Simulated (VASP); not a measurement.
Runs of VASP 6.6.1 on Cr. The structure is that of space group Im-3m (No. 229), or close to it. The cells are those of the table. 

```csv
task,cell,cutoff (eV),gap on the mesh (eV),pressure (GPa)
single point,"a = 2.466 Å, angles 109.5°, 1 atom",520,none,-1.1
relaxation of cell and atoms,"relaxed from a = 2.468 Å, angles 109.5°, 1 atom",600,none,0.0
single point,"a = 2.498 Å, angles 109.5°, 1 atom",520,none,-9.5
single point,"a = 2.491 Å, angles 109.5°, 1 atom",520,none,-7.6
single point,"a = 2.390 Å, angles 109.5°, 1 atom",520,none,(a)
```

Alike in all rows: level PBE; potentials or basis VASP PAW PBE potentials, release 64 (Cr_pv); no spin polarisation; k mesh 20 × 20 × 20; smearing gaussian 0.1 eV.

Q: Estimate the missing entries.

A: (a) 29.2.

Caveats: the run has no spin polarisation, though such a crystal can be magnetic.

A gap of «none» marks levels without a gap at the run's occupations.
